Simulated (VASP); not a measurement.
H19NO8: single point with PBE+D3(BJ)

The system is H19NO8.

```
O H N
1.0
     6.06594    0.00000    0.00000
     0.00000    6.06594    0.00000
     0.00000    0.00000    6.06594
O H N
8 19 1
Direct
  0.22298 0.31659 0.54297
  0.63627 0.51684 0.22882
  0.79455 0.19638 0.80014
  0.90543 0.66601 0.56713
  0.10491 0.45701 0.00018
  0.90366 0.14598 0.26641
  0.50851 0.63461 0.83036
  0.53205 0.96257 0.46128
  0.23695 0.16420 0.57358
  0.36468 0.36913 0.49310
  0.58591 0.54625 0.07768
  0.71026 0.36787 0.20462
  0.69567 0.24468 0.68281
  0.73829 0.09387 0.90964
  0.03819 0.58924 0.62975
  0.92266 0.65172 0.39158
  0.99002 0.49704 0.10155
  0.01452 0.38766 0.88462
  0.99446 0.22813 0.37561
  0.05167 0.08635 0.19235
  0.37415 0.53786 0.81592
  0.60962 0.58698 0.72078
  0.67276 0.02225 0.40521
  0.58990 0.84594 0.55254
  0.27537 0.11467 0.97029
  0.36520 0.89764 0.14170
  0.22691 0.84299 0.91836
  0.24811 0.96523 0.03765
```

```
Program             : VASP 6.6.1
Task                : single point
Functional          : PBE
Dispersion          : D3(BJ)
Potentials or basis : VASP PAW PBE potentials, release 64 (O, H, N)
Cutoff              : 520 eV
k mesh              : 1 × 1 × 1
Occupations         : fermi-dirac, width 0.05 eV
Spin                : no spin polarisation
```

The pressure is 0.4 GPa, the largest force is 3.443 eV/Å and the band gap on the k mesh is 3.85 eV. The dispersion energy per atom is -0.044 eV.

Forces on the atoms (eV/Å):
```
O   -0.580  1.585  0.277
O    1.009 -1.732  0.095
O    0.883  0.758 -0.148
O    1.258 -0.628 -2.392
O    0.490  0.249 -1.133
O    1.724 -0.009  0.474
O   -2.065 -0.467  0.444
O   -0.068  0.473 -0.164
H    0.650 -1.522  0.250
H    0.397 -0.101 -0.728
H   -0.258  0.526 -0.224
H   -0.394  0.891  0.607
H   -0.242 -0.978  0.635
H   -0.547  0.111 -0.529
H   -1.062  0.535 -0.714
H   -0.643  0.249  3.373
H   -0.332  0.309  0.540
H   -0.083 -0.452  0.186
H   -0.809  0.172  0.079
H   -1.487 -0.763 -0.638
H    0.804  0.701  0.315
H    1.370 -0.373 -0.995
H    0.123  0.118 -0.497
H   -0.166 -0.368  0.369
H    0.768  0.125 -0.038
H   -0.039  1.034 -0.272
H   -0.162  1.148  0.615
N   -0.539 -1.589  0.213
```

Stress tensor (GPa, compression positive):
```
-0.46 -0.39 -0.04
-0.39  1.46 -0.20
-0.04 -0.20  0.30
```

Levels at points of the mesh, in eV from the valence-band top:
```
           k point  band 32  band 33  band 34  band 35  band 36  band 37  band 38  band 39  band 40  band 41
(0.00, 0.00, 0.00)    -1.02    -0.84    -0.56    -0.38     0.00     3.85     6.59     7.29     7.67     8.28
```

Run time: 17 s on 1 thread of AMD EPYC 9R45 96-Core Processor (Zen 5), with other jobs on the host, peak memory 0.31 GiB.

Caveat: the k points lie up to 1.04 Å⁻¹ apart.
